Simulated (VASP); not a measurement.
# SiNi in VASP: further runs

SiNi is run at these levels: PBE; tasks: single point.

Everything below comes from runs of VASP 6.6.1. Logs are shortened: lines on timing, memory, paths and dates and some standing lists are left out, and cuts for length are marked.

## 1. The cell of the first run

The cell holds a slab with vacuum, 16 atoms: a = 3.258 Å, b = 4.709 Å, c = 25.693 Å, α = 90.00°, β = 90.00°, γ = 90.00°.

## 2. Single point, PBE

File INCAR:

```
PREC = Accurate
ENCUT = 520
EDIFF = 1E-6
ISMEAR = 0
SIGMA = 0.1
LREAL = Auto
LASPH = T
NELM = 80
ALGO = Fast
ISIF = 2
LWAVE = F
LCHARG = T
LDIPOL = T
IDIPOL = 3
DIPOL = 0.5 0.5 0.500
GGA = PE
LELF = T
LVHAR = T
LVACPOTAV = T
NBANDS = 70
```

File KPOINTS:

```
Automatic mesh
0
Gamma
  11 8 1
```

File POSCAR:

```
SiNi
1.0
    3.2583147222      0.0000000000      0.0000000000
    0.0000000000      4.7093899546      0.0000000000
    0.0000000000      0.0000000000     25.6934924810
Si Ni
8 8
Direct
    0.5000000000      0.1568172756      0.2919027067
    0.0000000000      0.8431827244      0.3513590762
    0.5000000000      0.1568172756      0.4108154457
    0.0000000000      0.8431827244      0.4702718152
    0.5000000000      0.1568172756      0.5297281848
    0.0000000000      0.8431827244      0.5891845543
    0.5000000000      0.1568172756      0.6486409238
    0.0000000000      0.8431827244      0.7080972933
    0.5000000000      0.6576940233      0.2919027067
    0.0000000000      0.3423059767      0.3513590762
    0.5000000000      0.6576940233      0.4108154457
    0.0000000000      0.3423059767      0.4702718152
    0.5000000000      0.6576940233      0.5297281848
    0.0000000000      0.3423059767      0.5891845543
    0.5000000000      0.6576940233      0.6486409238
    0.0000000000      0.3423059767      0.7080972933
```

Potentials or basis: VASP PAW PBE potentials, release 64 (Si, Ni).

Run with:

```console
> cat potpaw_PBE.64/Si/POTCAR potpaw_PBE.64/Ni/POTCAR > POTCAR
> mpirun -np 1 vasp_std > vasp.out
```

OUTCAR:

```text
PREC = Accurate
   ENCUT = 520
   EDIFF = 1E-6
   ISMEAR = 0
   LREAL = Auto
   LASPH = T
   NELM = 80
   ISIF = 2
   GGA = PE

 ion  position               nearest neighbor table
   1  0.500  0.157  0.292-   9 2.35   9 2.36  10 2.40  10 2.40   2 2.68   2 2.68   3 3.06
   2  0.000  0.843  0.351-  10 2.35  10 2.36   9 2.40   9 2.40  11 2.40  11 2.40   1 2.68   1 2.68
                             3 2.68   3 2.68   4 3.06
   3  0.500  0.157  0.411-  11 2.35  11 2.36  12 2.40  12 2.40  10 2.40  10 2.40   4 2.68   4 2.68
                             2 2.68   2 2.68   1 3.06   5 3.06
   4  0.000  0.843  0.470-  12 2.35  12 2.36  11 2.40  11 2.40  13 2.40  13 2.40   3 2.68   3 2.68
                             5 2.68   5 2.68   2 3.06   6 3.06
   5  0.500  0.157  0.530-  13 2.35  13 2.36  14 2.40  14 2.40  12 2.40  12 2.40   6 2.68   6 2.68
                             4 2.68   4 2.68   7 3.06   3 3.06
   6  0.000  0.843  0.589-  14 2.35  14 2.36  13 2.40  13 2.40  15 2.40  15 2.40   5 2.68   5 2.68
                             7 2.68   7 2.68   8 3.06   4 3.06
   7  0.500  0.157  0.649-  15 2.35  15 2.36  16 2.40  16 2.40  14 2.40  14 2.40   8 2.68   8 2.68
                             6 2.68   6 2.68   5 3.06
   8  0.000  0.843  0.708-  16 2.35  16 2.36  15 2.40  15 2.40   7 2.68   7 2.68   6 3.06
   9  0.500  0.658  0.292-   1 2.35   1 2.36   2 2.40   2 2.40  10 2.68  10 2.68  11 3.06
  10  0.000  0.342  0.351-   2 2.35   2 2.36   1 2.40   1 2.40   3 2.40   3 2.40   9 2.68   9 2.68
                            11 2.68  11 2.68  12 3.06
  11  0.500  0.658  0.411-   3 2.35   3 2.36   4 2.40   4 2.40   2 2.40   2 2.40  12 2.68  12 2.68
                            10 2.68  10 2.68   9 3.06  13 3.06
  12  0.000  0.342  0.470-   4 2.35   4 2.36   3 2.40   3 2.40   5 2.40   5 2.40  11 2.68  11 2.68
                            13 2.68  13 2.68  10 3.06  14 3.06
  13  0.500  0.658  0.530-   5 2.35   5 2.36   6 2.40   6 2.40   4 2.40   4 2.40  14 2.68  14 2.68
                            12 2.68  12 2.68  15 3.06  11 3.06
  14  0.000  0.342  0.589-   6 2.35   6 2.36   5 2.40   5 2.40   7 2.40   7 2.40  13 2.68  13 2.68
                            15 2.68  15 2.68  16 3.06  12 3.06
  15  0.500  0.658  0.649-   7 2.35   7 2.36   8 2.40   8 2.40   6 2.40   6 2.40  16 2.68  16 2.68
                            14 2.68  14 2.68  13 3.06
  16  0.000  0.342  0.708-   8 2.35   8 2.36   7 2.40   7 2.40  15 2.68  15 2.68  14 3.06

  LATTYP: Found a simple orthorhombic cell.
 ALAT       =     3.2583147222
 B/A-ratio  =     1.4453453261
 C/A-ratio  =     7.8855158791

  Lattice vectors:

 A1 = (   3.2583147222,   0.0000000000,   0.0000000000)
 A2 = (   0.0000000000,   4.7093899546,   0.0000000000)
 A3 = (   0.0000000000,   0.0000000000,  25.6934924810)

Analysis of symmetry for initial positions (statically):
=====================================================================
 Subroutine PRICEL returns:
 Original cell was already a primitive cell.

 Routine SETGRP: Setting up the symmetry group for a
 simple orthorhombic supercell.

 Subroutine GETGRP returns: Found  4 space group operations
 (whereof  2 operations were pure point group operations)
 out of a pool of  8 trial point group operations.

The static configuration has the point symmetry C_1h.
 The point group associated with its full space group is C_2h.

Analysis of symmetry for dynamics (positions and initial velocities):
=====================================================================
 Subroutine PRICEL returns:
 Original cell was already a primitive cell.

 Routine SETGRP: Setting up the symmetry group for a
 simple orthorhombic supercell.

 Subroutine GETGRP returns: Found  4 space group operations
 (whereof  2 operations were pure point group operations)
 out of a pool of  8 trial point group operations.

The dynamic configuration has the point symmetry C_1h.
 The point group associated with its full space group is C_2h.

 Subroutine INISYM returns: Found  4 space group operations
 (whereof  2 operations are pure point group operations),
 and found     1 'primitive' translations

----------------------------------------------------------------------------------------

                                     Primitive cell

  volume of cell :     394.2583

  direct lattice vectors                    reciprocal lattice vectors
     3.258314722  0.000000000  0.000000000     0.306907124  0.000000000  0.000000000
     0.000000000  4.709389955  0.000000000     0.000000000  0.212341728  0.000000000
     0.000000000  0.000000000 25.693492481     0.000000000  0.000000000  0.038920361

  length of vectors
[... 55 lines left out ...]
     0.027900648  0.026542716  0.038920361

  Shift w.r.t. Gamma in fractional coordinates (k-lattice)
     0.000000000  0.000000000  0.000000000

 Subroutine IBZKPT returns following result:
 ===========================================

 Found     30 irreducible k-points:

 Following reciprocal coordinates:
            Coordinates               Weight
  0.000000  0.000000  0.000000      1.000000
  0.090909  0.000000  0.000000      2.000000
  0.181818  0.000000  0.000000      2.000000
  0.272727  0.000000  0.000000      2.000000
  0.363636  0.000000  0.000000      2.000000
  0.454545  0.000000  0.000000      2.000000
[... 16 lines left out ...]
  0.363636  0.375000  0.000000      4.000000
  0.454545  0.375000  0.000000      4.000000
 [... further k-points ...]
   k-points           NKPTS =     30   k-points in BZ     NKDIM =     30   number of bands    NBANDS=     70
   number of dos      NEDOS =    301   number of ions     NIONS =     16
   total plane-waves  NPLWV = 165888
   dimension x,y,z NGX =    24 NGY =   36 NGZ =  192
   dimension x,y,z NGXF=    48 NGYF=   72 NGZF=  384
   ions per type =               8   8
   NGX,Y,Z   is equivalent  to a cutoff of  12.25, 12.71, 12.42 a.u.
   NGXF,Y,Z  is equivalent  to a cutoff of  24.49, 25.42, 24.85 a.u.
 SYSTEM =  unknown system
   PREC   = accura    normal or accurate (medium, high low for compatibility)
   ISTART =      0    job   : 0-new  1-cont  2-samecut
   ICHARG =      2    charge: 1-file 2-atom 10-const
   ISPIN  =      1    spin polarized calculation?
   LNONCOLLINEAR =      F non collinear calculations
   LSORBIT =      F    spin-orbit coupling
   LASPH  =      T    aspherical Exc in radial PAW
   ENCUT  =  520.0 eV  38.22 Ry    6.18 a.u.   6.06  8.76 47.77*2*pi/ulx,y,z
   NELM   =     80;   NELMIN=  2; NELMDL= -5     # of ELM steps
   EDIFF  = 0.1E-05   stopping-criterion for ELM
   LREAL  =      T    real-space projection
   EDIFFG = 0.1E-04   stopping-criterion for IOM
   NSW    =      0    number of steps for IOM
   IBRION =     -1    ionic relax: 0-MD 1-quasi-New 2-CG
   NFREE  =      0    steps in history (QN), initial steepest desc. (CG)
   ISIF   =      2    stress and relaxation
   ISYM   =      2    0-nonsym 1-usesym 2-fastsym
   POTIM  = 0.5000    time-step for ionic-motion
   TEBEG  =    0.0;   TEEND  =   0.0 temperature during run
   PSTRESS=    0.0 pullay stress
   NELECT =     112.0000    total number of electrons
   NUPDOWN=      -1.0000    fix difference up-down
   EMIN   =  10.00;   EMAX   =-10.00  energy-range for DOS
   EFERMI =   0.00;   METHOD = LEGACY
   ISMEAR =     0;   SIGMA  =   0.10  broadening in eV -4-tet -1-fermi 0-gaus
   EFERMI_NEDOS =   21; number of points for ismear=-14 and -15
   IALGO  =     68    algorithm
   IMIX   =      4    mixing-type and parameters
     AMIX     =   0.40;   BMIX     =  1.00
     AMIX_MAG =   1.60;   BMIX_MAG =  1.00
  volume/ion in A,a.u.               =      24.64       166.29
  Fermi-wavevector in a.u.,A,eV,Ry     =   1.076186  2.033696 15.757937  1.158176
  Thomas-Fermi vector in A             =   2.212063
   LORBIT       =      0    0 simple, 1 ext, 2 COOP (PROOUT), +10 PAW based schemes
   GGA     = PE    functional components
   LHFCALC =     F    Hartree Fock is set to
   AEXX    =    0.0000 exact exchange contribution
   IVDW    =     0    specifies the selected vdW correction
   LEPSILON=     F    determine dielectric tensor
   LRPA    =     F    only Hartree local field effects (RPA)
 non-spin polarized calculation
 RMM-DIIS sequential band-by-band and
 Gauss-broadening in eV      SIGMA  =   0.10
  energy-cutoff  :      520.00
  volume of cell :      394.26
 maximum number of plane-waves:     10681
   NGX = 13   NGY = 17   NGZ = 95

 dipolmoment           0.000000      0.000000     -0.000000 electrons x Angstroem

 number of electron     112.0000042 magnetization

 dipolmoment           0.000000      0.000000      0.000000 electrons x Angstroem

 Free energy of the ion-electron system (eV)
  ---------------------------------------------------
  ext. energy  EPLUGINS =         0.00000000
  ---------------------------------------------------
  free energy    TOTEN  =       -91.37054191 eV

  energy without entropy =      -91.33948786  energy(sigma->0) =      -91.35501489

 E-fermi :   2.7536     XC(G=0):  -6.7356

 val. band max:        2.7504892795   @ k =   0.4545   0.2500   0.0000
 cond. band min:       2.7581922767   @ k =   0.4545   0.3750   0.0000
 fundamental gap:      0.0077029971
 Fermi energy:         2.7535885987

 k-point     1 :       0.0000    0.0000    0.0000
  band No.  band energies     occupation
      1     -10.6479      2.00000
      2      -9.9244      2.00000
      3      -8.8208      2.00000
      4      -7.4215      2.00000
      5      -5.8426      2.00000
      6      -4.9754      2.00000
[... 1693 lines left out ...]
     67       5.7885      0.00000
     68       6.2103      0.00000

 [... further k-points ...]

 [bands above 68 left out]

------------------------ aborting loop because EDIFF is reached ----------------------------------------

  FORCE on cell =-STRESS in cart. coord.  units (eV):
  Direction    XX          YY          ZZ          XY          YZ          ZX
  --------------------------------------------------------------------------------------
  -------------------------------------------------------------------------------------
  Total       -4.8215343     -5.8394622     -3.6529498      0.0000000      0.2126885      0.0000000
  in kB      -19.5936353    -23.7302663    -14.8447698      0.0000000      0.8643184      0.0000000
  external PRESSURE =     -19.3895571 kB  Pullay stress =       0.0000000 kB

 VOLUME and BASIS-vectors are now :
 -----------------------------------------------------------------------------
  energy-cutoff  :      520.00
  volume of cell :      394.26
      direct lattice vectors                 reciprocal lattice vectors
     3.258314722  0.000000000  0.000000000     0.306907124  0.000000000  0.000000000
     0.000000000  4.709389955  0.000000000     0.000000000  0.212341728  0.000000000
     0.000000000  0.000000000 25.693492481     0.000000000  0.000000000  0.038920361

 POSITION                                       TOTAL-FORCE (eV/Angst)
 -----------------------------------------------------------------------------------
      1.62916      0.73851      7.50000         0.000000     -0.083225      0.065798
      0.00000      3.97088      9.02764         0.000000     -0.160159     -1.022928
      1.62916      0.73851     10.55528         0.000000      0.067036     -0.149019
      0.00000      3.97088     12.08293         0.000000      0.010672      0.001174
      1.62916      0.73851     13.61057         0.000000     -0.010672     -0.001174
      0.00000      3.97088     15.13821         0.000000     -0.067036      0.149019
[... 8 lines left out ...]
      1.62916      3.09734     16.66585         0.000000     -0.002083      0.002708
      0.00000      1.61205     18.19349         0.000000     -0.115108     -0.985345
 -----------------------------------------------------------------------------------
    total drift:                                0.000000      0.000000      0.000000

  FREE ENERGIE OF THE ION-ELECTRON SYSTEM (eV)
  ---------------------------------------------------
  free  energy   TOTEN  =       -91.3705419138 eV

  energy  without entropy=      -91.3394878583  energy(sigma->0) =      -91.35501489

 vacuum level on the upper side and lower side of the slab         7.511         7.511
```

Wall time 53 min (1 thread of Oxide Virtual Turin-like, shared host); peak memory 0.68 GiB.

Results:

| Item | Value |
| --- | --- |
| Free energy | -91.3705 eV |
| Largest force | 1.035 eV/Å |
| Band gap on the k mesh | zero (bands 56 and 57 overlap by 1.99 eV) |

Forces in eV/Å, atoms in the order of the input:
```
Si   0.000 -0.083  0.066
Si   0.000 -0.160 -1.023
Si   0.000  0.067 -0.149
Si   0.000  0.011  0.001
Si   0.000 -0.011 -0.001
Si   0.000 -0.067  0.149
Si   0.000  0.160  1.023
Si   0.000  0.083 -0.066
Ni   0.000  0.115  0.985
Ni   0.000  0.002 -0.003
Ni   0.000  0.090  0.190
Ni   0.000 -0.016  0.037
Ni   0.000  0.016 -0.037
Ni   0.000 -0.090 -0.190
Ni   0.000 -0.002  0.003
Ni   0.000 -0.115 -0.985
```

Spin polarisation is off, so any magnetic state and its effect on volume and gap are missing.

## 3. Single point, PBE

File INCAR:

```
ALGO = Fast
DIPOL = 0.5 0.5 0.500
EDIFF = 1E-7
ENCUT = 520
GGA = PE
IDIPOL = 3
ISIF = 2
ISMEAR = 0
LASPH = True
LCHARG = True
LDIPOL = True
LELF = True
LREAL = Auto
LVACPOTAV = True
LVHAR = True
LWAVE = False
NBANDS = 70
NELM = 80
PREC = Accurate
SIGMA = 0.1
```

File KPOINTS:

```
k-points
0
Gamma
  11 8 1
```

File POSCAR:

```
SiNi
1.0
    3.2583147222      0.0000000000      0.0000000000
    0.0000000000      4.7093899546      0.0000000000
    0.0000000000      0.0000000000     25.6934924810
Si Ni
8 8
Direct
    0.5000000000      0.1495397897      0.2945888461
    0.0000000000      0.8417329662      0.3495589583
    0.5000000000      0.1572744679      0.4111629349
    0.0000000000      0.8434974820      0.4702413294
    0.5000000000      0.1565025461      0.5297586815
    0.0000000000      0.8427255345      0.5888370702
    0.5000000000      0.1582670477      0.6504410363
    0.0000000000      0.8504601758      0.7054111451
    0.5000000000      0.6479848711      0.3001360369
    0.0000000000      0.3370729105      0.3533765624
    0.5000000000      0.6610303521      0.4117171984
    0.0000000000      0.3421222936      0.4703896670
    0.5000000000      0.6578777386      0.5296103414
    0.0000000000      0.3389696609      0.5882828020
    0.5000000000      0.6629270797      0.6466234336
    0.0000000000      0.3520150836      0.6998639563
```

Potentials or basis: VASP PAW PBE potentials, release 64 (Si, Ni).

Run with:

```console
> cat potpaw_PBE.64/Si/POTCAR potpaw_PBE.64/Ni/POTCAR > POTCAR
> mpirun -np 1 vasp_std > vasp.out
```

Run time: 50 min. Hardware: 1 thread of Oxide Virtual Turin-like, shared host; peak memory 0.66 GiB.

It converged, with:

```yaml
Free_energy: -91.6435 eV
Largest_force: 0.022 eV/Å
Band_gap_on_the_k_mesh: zero (bands 56 and 57 overlap by 2.20 eV)
```

Forces on the atoms (eV/Å):
```
Si   0.000  0.003  0.005
Si   0.000 -0.006  0.000
Si   0.000 -0.004  0.012
Si   0.000 -0.001 -0.003
Si   0.000  0.001  0.003
Si   0.000  0.004 -0.012
Si   0.000  0.006  0.000
Si   0.000 -0.003 -0.005
Ni   0.000 -0.007 -0.016
Ni   0.000  0.022  0.006
Ni   0.000 -0.011 -0.010
Ni   0.000  0.006 -0.010
Ni   0.000 -0.006  0.010
Ni   0.000  0.011  0.010
Ni   0.000 -0.022 -0.006
Ni   0.000  0.007  0.016
```

Levels at points of the mesh, in eV from the Fermi level:
| k point | band 54 | band 55 | band 56 | band 57 | band 58 | band 59 |
| --- | --- | --- | --- | --- | --- | --- |
| (0.00, 0.00, 0.00) | -1.27 | -0.95 | -0.14 | -0.10 | 0.72 | 0.74 |
| (0.00, 0.50, 0.00) | 0.40 | 1.05 | 1.64 | 1.83 | 2.01 | 2.58 |

Spin polarisation is off, so any magnetic state and its effect on volume and gap are missing.
